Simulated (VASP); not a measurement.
# In (I4/mmm) in VASP: notebook

Runs on In. Level: PBEsol. Tasks: relaxation of shape and atoms at fixed volume, single point.

Everything below comes from runs of VASP 6.6.1. Logs are shortened: lines on timing, memory, paths and dates and some standing lists are left out, and cuts for length are marked.

**1. The cell of the first run**

Symmetry: I4/mmm, No. 139, tetragonal system. Conventional cell: a = 3.098 Å, b = 3.098 Å, c = 4.836 Å, α = 90.00°, β = 90.00°, γ = 90.00°. In (site symmetry 4/mmm) has 12 In at 3.10 to 3.26 Å within 4.1 Å.

**2. Relaxation of shape and atoms at fixed volume, PBEsol (volume scaled by 0.91)**

File INCAR:

```
SYSTEM = In
PREC = Accurate
ENCUT = 600
EDIFF = 1E-6
ISMEAR = 0
SIGMA = 0.1
LREAL = .False.
LASPH = .True.
NELM = 80
ALGO = Fast
ISIF = 4
LWAVE = .False.
LCHARG = .False.
GGA = PS
IBRION = 2
NSW = 50
EDIFFG = -0.01
```

File KPOINTS:

```
regular mesh
0
Gamma
  18 18 18
  0 0 0
```

File POSCAR:

```
In
1.0
   -1.5491478088      1.5491478088      2.4177740379
    1.5491478088     -1.5491478088      2.4177740379
    1.5491478088      1.5491478088     -2.4177740379
In
1
Direct
    0.0000000000      0.0000000000      0.0000000000
```

Potentials or basis: VASP PAW PBE potentials, release 64 (In_d).

Started as:

```sh
cat potpaw_PBE.64/In_d/POTCAR > POTCAR
mpirun -np 1 vasp_std > vasp.out
```

OUTCAR:

```text
SYSTEM = In
   PREC = Accurate
   ENCUT = 600
   EDIFF = 1E-6
   ISMEAR = 0
   LREAL = .False.
   LASPH = .True.
   NELM = 80
   ISIF = 4
   GGA = PS
   IBRION = 2
   NSW = 50
   EDIFFG = -0.01

 ion  position               nearest neighbor table
   1  0.000  0.000  0.000-

  LATTYP: Found a body centered tetragonal cell.
 ALAT       =     3.0982956176
 C/A-ratio  =     1.5607122988

  Lattice vectors:

 A1 = (  -1.5491478088,   1.5491478088,   2.4177740379)
 A2 = (   1.5491478088,  -1.5491478088,   2.4177740379)
 A3 = (   1.5491478088,   1.5491478088,  -2.4177740379)

Analysis of symmetry for initial positions (statically):
=====================================================================
 Subroutine PRICEL returns:
 Original cell was already a primitive cell.

 Routine SETGRP: Setting up the symmetry group for a
 body centered tetragonal supercell.

 Subroutine GETGRP returns: Found 16 space group operations
 (whereof 16 operations were pure point group operations)
 out of a pool of 16 trial point group operations.

The static configuration has the point symmetry D_4h.

Analysis of symmetry for dynamics (positions and initial velocities):
=====================================================================
 Subroutine PRICEL returns:
 Original cell was already a primitive cell.

 Routine SETGRP: Setting up the symmetry group for a
 body centered tetragonal supercell.

 Subroutine GETGRP returns: Found 16 space group operations
 (whereof 16 operations were pure point group operations)
 out of a pool of 16 trial point group operations.

The dynamic configuration has the point symmetry D_4h.

 Subroutine INISYM returns: Found 16 space group operations
 (whereof 16 operations are pure point group operations),
 and found     1 'primitive' translations

----------------------------------------------------------------------------------------

                                     Primitive cell

  volume of cell :      23.2093

  direct lattice vectors                    reciprocal lattice vectors
    -1.549147809  1.549147809  2.417774038     0.000000000  0.322758098  0.206801790
     1.549147809 -1.549147809  2.417774038     0.322758098  0.000000000  0.206801790
     1.549147809  1.549147809 -2.417774038     0.322758098  0.322758098  0.000000000
[... 98 lines left out ...]
   EFERMI_NEDOS =   21; number of points for ismear=-14 and -15
   IALGO  =     68    algorithm
   IMIX   =      4    mixing-type and parameters
     AMIX     =   0.40;   BMIX     =  1.00
     AMIX_MAG =   1.60;   BMIX_MAG =  1.00
  volume/ion in A,a.u.               =      23.21       156.62
  Fermi-wavevector in a.u.,A,eV,Ry     =   1.349487  2.550161 24.777788  1.821116
  Thomas-Fermi vector in A             =   2.477070
   LORBIT       =      0    0 simple, 1 ext, 2 COOP (PROOUT), +10 PAW based schemes
   GGA     = PS    functional components
   LHFCALC =     F    Hartree Fock is set to
   AEXX    =    0.0000 exact exchange contribution
   IVDW    =     0    specifies the selected vdW correction
   LEPSILON=     F    determine dielectric tensor
   LRPA    =     F    only Hartree local field effects (RPA)
 conjugate gradient relaxation of ions
 non-spin polarized calculation
 RMM-DIIS sequential band-by-band and
 Gauss-broadening in eV      SIGMA  =   0.10
  energy-cutoff  :      600.00
  volume of cell :       23.21
 maximum number of plane-waves:       794
 NGX is ok and might be reduce to    28
   NGX = 13   NGY = 13   NGZ = 13

--------------------------------------- Ionic step        1  -------------------------------------------

 number of electron      13.0000003 magnetization

 Free energy of the ion-electron system (eV)
  ---------------------------------------------------
  ext. energy  EPLUGINS =         0.00000000
  ---------------------------------------------------
  free energy    TOTEN  =        -2.94973417 eV

  energy without entropy =       -2.94837979  energy(sigma->0) =       -2.94905698

------------------------ aborting loop because EDIFF is reached ----------------------------------------

  FORCE on cell =-STRESS in cart. coord.  units (eV):
  Direction    XX          YY          ZZ          XY          YZ          ZX
  --------------------------------------------------------------------------------------
  -------------------------------------------------------------------------------------
  Total        0.7907816      0.7907816      0.7589305      0.0000000      0.0000000      0.0000000
  in kB       54.5890755     54.5890755     52.3903326      0.0000000      0.0000000      0.0000000
  external PRESSURE =      53.8561612 kB  Pullay stress =       0.0000000 kB
[... 57 lines left out ...]
--------------------------------------- Ionic step        3  -------------------------------------------

 number of electron      13.0000004 magnetization

 Free energy of the ion-electron system (eV)
  ---------------------------------------------------
  ext. energy  EPLUGINS =         0.00000000
  ---------------------------------------------------
  free energy    TOTEN  =        -2.94976263 eV

  energy without entropy =       -2.94840385  energy(sigma->0) =       -2.94908324

 E-fermi :   8.8271     XC(G=0): -10.9888

 val. band max:        8.8187178084   @ k =  -0.4444   0.4444   0.1667
 cond. band min:       8.8425971911   @ k =  -0.2778  -0.3889   0.1111
 fundamental gap:      0.0238793826
 Fermi energy:         8.8270767643

 k-point     1 :       0.0000    0.0000    0.0000
  band No.  band energies     occupation
      1      -6.0333      2.00000
      2      -5.8425      2.00000
      3      -5.8425      2.00000
      4      -5.7651      2.00000
      5      -5.5829      2.00000
      6      -1.6478      2.00000
      7      20.4126      0.00000
      8      20.4126      0.00000
      9      20.6573      0.00000
     10      20.6844      0.00000
[... 287 lines left out ...]
 k-point    24 :      -0.2222    0.0556   -0.0000
  band No.  band energies     occupation
      1      -5.9553      2.00000
      2      -5.8922      2.00000
      3      -5.7826      2.00000
      4      -5.6898      2.00000
      5      -5.6155      2.00000
      6      -0.5365      2.00000
      7      13.9261      0.00000
      8      17.9217      0.00000
      9      19.2916      0.00000
     10      21.5569      0.00000

 [... further k-points ...]

------------------------ aborting loop because EDIFF is reached ----------------------------------------

  FORCE on cell =-STRESS in cart. coord.  units (eV):
  Direction    XX          YY          ZZ          XY          YZ          ZX
  --------------------------------------------------------------------------------------
  -------------------------------------------------------------------------------------
  Total        0.7949153      0.7949153      0.8012762      0.0000000      0.0000000      0.0000000
  in kB       54.8744277     54.8744277     55.3135339      0.0000000      0.0000000      0.0000000
  external PRESSURE =      55.0207964 kB  Pullay stress =       0.0000000 kB
[... 16 lines left out ...]
  FREE ENERGIE OF THE ION-ELECTRON SYSTEM (eV)
  ---------------------------------------------------
  free  energy   TOTEN  =        -2.9497626276 eV

  energy  without entropy=       -2.9484038542  energy(sigma->0) =       -2.94908324

 reached required accuracy - stopping structural energy minimisation
```

It took 3.7 min on 1 thread of Intel Xeon Platinum 8259CL at 2.50GHz (Skylake/Cascade Lake), shared host; peak memory 0.28 GiB.

What came out:

| Quantity | Value |
| --- | --- |
| Free energy | -2.9498 eV |
| Energy gained by relaxing | 0.0 meV/atom |
| Ionic steps | 3 |
| Pressure after relaxing | 5.5 GPa |

Final structure:
```
In
1.0
    -1.55104    1.55104    2.41187
     1.55104   -1.55104    2.41187
     1.55104    1.55104   -2.41187
In
1
Direct
  0.00000 0.00000 0.00000
```

Caveat: the PAW data sets were made with another functional, which shifts forces and pressure a little; spin-orbit coupling is left out, which moves the levels of the heavy elements.

**3. Relaxation of shape and atoms at fixed volume, PBEsol (volume scaled by 0.94)**

File INCAR:

```
SYSTEM = In
PREC = Accurate
ENCUT = 600
EDIFF = 1E-6
ISMEAR = 0
SIGMA = 0.1
LREAL = .FALSE.
LASPH = .TRUE.
NELM = 100
ALGO = Fast
ISIF = 4
LWAVE = .FALSE.
LCHARG = .FALSE.
GGA = PS
IBRION = 2
NSW = 50
EDIFFG = -0.01
```

File KPOINTS:

```
Automatic mesh
0
G
  18 18 18
  0 0 0
```

File POSCAR:

```
In
1.0
   -1.5648326018      1.5648326018      2.4476657672
    1.5648326018     -1.5648326018      2.4476657672
    1.5648326018      1.5648326018     -2.4476657672
In
1
Direct
    0.0000000000      0.0000000000      0.0000000000
```

Potentials or basis: VASP PAW PBE potentials, release 64 (In_d).

Started as:

```sh
cat potpaw_PBE.64/In_d/POTCAR > POTCAR
mpirun -np 1 vasp_std > vasp.out
```

OUTCAR:

```text
SYSTEM = In
   PREC = Accurate
   ENCUT = 600
   EDIFF = 1E-6
   ISMEAR = 0
   LREAL = .FALSE.
   LASPH = .TRUE.
   NELM = 100
   ISIF = 4
   GGA = PS
   IBRION = 2
   NSW = 50
   EDIFFG = -0.01

 ion  position               nearest neighbor table
   1  0.000  0.000  0.000-

  LATTYP: Found a body centered tetragonal cell.
 ALAT       =     3.1296652036
 C/A-ratio  =     1.5641709946

  Lattice vectors:

 A1 = (  -1.5648326018,   1.5648326018,   2.4476657672)
 A2 = (   1.5648326018,  -1.5648326018,   2.4476657672)
 A3 = (   1.5648326018,   1.5648326018,  -2.4476657672)

Analysis of symmetry for initial positions (statically):
=====================================================================
 Subroutine PRICEL returns:
 Original cell was already a primitive cell.

 Routine SETGRP: Setting up the symmetry group for a
 body centered tetragonal supercell.

 Subroutine GETGRP returns: Found 16 space group operations
 (whereof 16 operations were pure point group operations)
 out of a pool of 16 trial point group operations.

The static configuration has the point symmetry D_4h.

Analysis of symmetry for dynamics (positions and initial velocities):
[... 169 lines left out ...]
  external PRESSURE =      32.6123405 kB  Pullay stress =       0.0000000 kB
[... 57 lines left out ...]
--------------------------------------- Ionic step        3  -------------------------------------------

 number of electron      12.9999997 magnetization

 Free energy of the ion-electron system (eV)
  ---------------------------------------------------
  ext. energy  EPLUGINS =         0.00000000
  ---------------------------------------------------
  free energy    TOTEN  =        -2.97062831 eV

  energy without entropy =       -2.96914484  energy(sigma->0) =       -2.96988658

 E-fermi :   8.4029     XC(G=0): -10.8281

 val. band max:        8.3973675328   @ k =  -0.3889   0.5000   0.0556
 cond. band min:       8.4051034075   @ k =  -0.2778   0.2778   0.2778
 fundamental gap:      0.0077358746
 Fermi energy:         8.4029049035

 k-point     1 :       0.0000    0.0000    0.0000
  band No.  band energies     occupation
      1      -6.3881      2.00000
      2      -6.2061      2.00000
      3      -6.2061      2.00000
      4      -6.1411      2.00000
      5      -5.9670      2.00000
      6      -1.8082      2.00000
      7      19.7038      0.00000
      8      19.7038      0.00000
      9      19.9669      0.00000
     10      20.1971      0.00000
[... 287 lines left out ...]
 k-point    24 :      -0.2222    0.0556    0.0000
  band No.  band energies     occupation
      1      -6.3127      2.00000
      2      -6.2532      2.00000
      3      -6.1511      2.00000
      4      -6.0688      2.00000
      5      -5.9982      2.00000
      6      -0.7256      2.00000
      7      13.3874      0.00000
      8      17.2736      0.00000
      9      18.6614      0.00000
     10      20.9072      0.00000

 [... further k-points ...]

------------------------ aborting loop because EDIFF is reached ----------------------------------------

  FORCE on cell =-STRESS in cart. coord.  units (eV):
  Direction    XX          YY          ZZ          XY          YZ          ZX
  --------------------------------------------------------------------------------------
  -------------------------------------------------------------------------------------
  Total        0.4961479      0.4961479      0.4879690      0.0000000      0.0000000      0.0000000
  in kB       33.1568924     33.1568924     32.6103128      0.0000000      0.0000000      0.0000000
  external PRESSURE =      32.9746992 kB  Pullay stress =       0.0000000 kB
[... 16 lines left out ...]
  FREE ENERGIE OF THE ION-ELECTRON SYSTEM (eV)
  ---------------------------------------------------
  free  energy   TOTEN  =        -2.9706283129 eV

  energy  without entropy=       -2.9691448386  energy(sigma->0) =       -2.96988658

 reached required accuracy - stopping structural energy minimisation
```

OSZICAR:

```text
N       E                     dE             d eps       ncg     rms          rms(c)
DAV:   1     0.733670133462E+02    0.73367E+02   -0.70832E+03  9644   0.186E+03
DAV:   2    -0.297175646952E+00   -0.73664E+02   -0.72470E+02  9766   0.302E+02
[... 19 lines left out ...]
   2 F= -.29706199E+01 E0= -.29698748E+01  d E =-.252125E-04
       N       E                     dE             d eps       ncg     rms          rms(c)
DAV:   1    -0.297072646675E+01   -0.10686E-03   -0.34767E-03 11106   0.649E-01    0.527E-02
RMM:   2    -0.297066413116E+01    0.62336E-04   -0.62142E-05  9720   0.104E-01    0.324E-02
RMM:   3    -0.297062785929E+01    0.36272E-04   -0.32486E-05  9628   0.650E-02    0.484E-03
RMM:   4    -0.297062831286E+01   -0.45357E-06   -0.58806E-06  9489   0.383E-02
   3 F= -.29706283E+01 E0= -.29698866E+01  d E =-.336535E-04
```

It took 3.5 min on 1 thread of Intel Xeon Platinum 8259CL at 2.50GHz (Skylake/Cascade Lake), shared host; peak memory 0.27 GiB.

Results:

| Quantity | Value |
| --- | --- |
| Free energy | -2.9706 eV |
| Energy gained by relaxing | 0.0 meV/atom |
| Ionic steps | 3 |
| Pressure after relaxing | 3.3 GPa |

Final structure:
```yaml
crystal:
  lattice:
    - [-1.56638, 1.56638, 2.44284]
    - [1.56638, -1.56638, 2.44284]
    - [1.56638, 1.56638, -2.44284]
  atoms:
    - { symbol: In, position: [0.00000, 0.00000, 0.00000] }
```

Caveat: the PAW data sets were made with another functional, which shifts forces and pressure a little; spin-orbit coupling is left out, which moves the levels of the heavy elements.

**4. Relaxation of shape and atoms at fixed volume, PBEsol (volume scaled by 0.97)**

File INCAR:

```
PREC     = Accurate       # precision mode
ENCUT    = 600            # plane-wave cutoff, eV
EDIFF    = 1E-7           # SCF threshold, eV
ISMEAR   = 0              # smearing method
SIGMA    = 0.1            # smearing width, eV
LREAL    = False          # projectors in reciprocal space
LASPH    = True           # aspherical terms in the spheres
NELM     = 60             # most SCF steps
ALGO     = Fast           # electronic algorithm
ISIF     = 4              # what is computed and relaxed
LWAVE    = False          # write WAVECAR
LCHARG   = False          # write CHGCAR
GGA      = PS             # functional
IBRION   = 2              # ionic algorithm
NSW      = 50             # ionic steps
EDIFFG   = -0.01          # ionic threshold
```

File KPOINTS:

```
Automatic mesh
0
Gamma
  18 18 18
```

File POSCAR:

```
In
1.0
   -1.5813057345      1.5813057345      2.4734325635
    1.5813057345     -1.5813057345      2.4734325635
    1.5813057345      1.5813057345     -2.4734325635
In
1
Direct
    0.0000000000      0.0000000000      0.0000000000
```

Potentials or basis: VASP PAW PBE potentials, release 64 (In_d).

Started as:

```sh
cat potpaw_PBE.64/In_d/POTCAR > POTCAR
mpirun -np 1 vasp_std > vasp.out
```

OUTCAR:

```text
PREC = Accurate
   ENCUT = 600
   EDIFF = 1E-7
   ISMEAR = 0
   LREAL = False
   LASPH = True
   NELM = 60
   ISIF = 4
   GGA = PS
   IBRION = 2
   NSW = 50
   EDIFFG = -0.01

 ion  position               nearest neighbor table
   1  0.000  0.000  0.000-

  LATTYP: Found a body centered tetragonal cell.
 ALAT       =     3.1626114690
 C/A-ratio  =     1.5641709946

  Lattice vectors:

[... 538 lines left out ...]
      8      16.6652      0.00000
      9      18.0577      0.00000
     10      20.2920      0.00000

 [... further k-points ...]

------------------------ aborting loop because EDIFF is reached ----------------------------------------

  FORCE on cell =-STRESS in cart. coord.  units (eV):
  Direction    XX          YY          ZZ          XY          YZ          ZX
  --------------------------------------------------------------------------------------
  -------------------------------------------------------------------------------------
  Total        0.2367118      0.2367118      0.2309038      0.0000000      0.0000000      0.0000000
  in kB       15.3298800     15.3298800     14.9537420      0.0000000      0.0000000      0.0000000
  external PRESSURE =      15.2045007 kB  Pullay stress =       0.0000000 kB

 VOLUME and BASIS-vectors are now :
 -----------------------------------------------------------------------------
  energy-cutoff  :      600.00
  volume of cell :       24.74
      direct lattice vectors                 reciprocal lattice vectors
    -1.581703419  1.581703419  2.472188941     0.000000000  0.316114889  0.202249914
     1.581703419 -1.581703419  2.472188941     0.316114889  0.000000000  0.202249914
     1.581703419  1.581703419 -2.472188941     0.316114889  0.316114889  0.000000000

 POSITION                                       TOTAL-FORCE (eV/Angst)
 -----------------------------------------------------------------------------------
      1.58170      1.58170      2.47219        -0.000000      0.000000      0.000000
 -----------------------------------------------------------------------------------
    total drift:                                0.000000     -0.000000      0.000000

  FREE ENERGIE OF THE ION-ELECTRON SYSTEM (eV)
  ---------------------------------------------------
  free  energy   TOTEN  =        -2.9820978140 eV

  energy  without entropy=       -2.9804280371  energy(sigma->0) =       -2.98126293

 reached required accuracy - stopping structural energy minimisation
```

OSZICAR:

```text
N       E                     dE             d eps       ncg     rms          rms(c)
DAV:   1     0.736506127785E+02    0.73651E+02   -0.71011E+03  9652   0.183E+03
DAV:   2    -0.252395969839E+00   -0.73903E+02   -0.72801E+02  9742   0.302E+02
DAV:   3    -0.297023159342E+01   -0.27178E+01   -0.27056E+01 11206   0.660E+01
DAV:   4    -0.302854208585E+01   -0.58310E-01   -0.58293E-01 12046   0.960E+00
[... 13 lines left out ...]
DAV:   1    -0.298213215425E+01   -0.38462E-04   -0.11803E-03 10902   0.378E-01    0.377E-02
RMM:   2    -0.298211037422E+01    0.21780E-04   -0.21143E-05  9720   0.602E-02    0.231E-02
RMM:   3    -0.298209762530E+01    0.12749E-04   -0.11225E-05  9625   0.365E-02    0.309E-03
RMM:   4    -0.298209778463E+01   -0.15933E-06   -0.18648E-06 10518   0.211E-02    0.284E-03
RMM:   5    -0.298209781396E+01   -0.29329E-07   -0.54342E-07  8216   0.885E-03
   2 F= -.29820978E+01 E0= -.29812629E+01  d E =-.408489E-05
```

Run time: 3.2 min. Hardware: 1 thread of Intel Xeon Platinum 8259CL at 2.50GHz (Skylake/Cascade Lake), shared host; peak memory 0.28 GiB.

Results:

```yaml
Free_energy: -2.9821 eV
Energy_gained_by_relaxing: 0.0 meV/atom
Ionic_steps: 2
Pressure_after_relaxing: 1.5 GPa
```

Final structure:
```
In
1.0
    -1.58170    1.58170    2.47219
     1.58170   -1.58170    2.47219
     1.58170    1.58170   -2.47219
In
1
Cartesian
  1.5817 1.5817 2.4722
```

Levels at points of the mesh, in eV from the Fermi level:
| k point | band 2 | band 3 | band 4 | band 5 | band 6 | band 7 | band 8 | band 9 | band 10 |
| --- | --- | --- | --- | --- | --- | --- | --- | --- | --- |
| (0.00, 0.00, 0.00) | -14.56 | -14.56 | -14.51 | -14.34 | -9.97 | 11.02 | 11.02 | 11.27 | 11.75 |
| (0.50, 0.00, 0.00) | -14.68 | -14.54 | -14.27 | -14.21 | -4.34 | -3.64 | 7.46 | 9.86 | 11.40 |
| (0.50, 0.50, 0.00) | -14.78 | -14.26 | -14.25 | -14.11 | -2.04 | -1.36 | 3.44 | 4.02 | 7.19 |
| (0.50, 0.50, 0.50) | -14.77 | -14.24 | -14.21 | -14.21 | -3.20 | -3.06 | 5.13 | 5.13 | 8.69 |

Caveat: the PAW data sets were made with another functional, which shifts forces and pressure a little; spin-orbit coupling is left out, which moves the levels of the heavy elements.

[end of part 1 of 2]
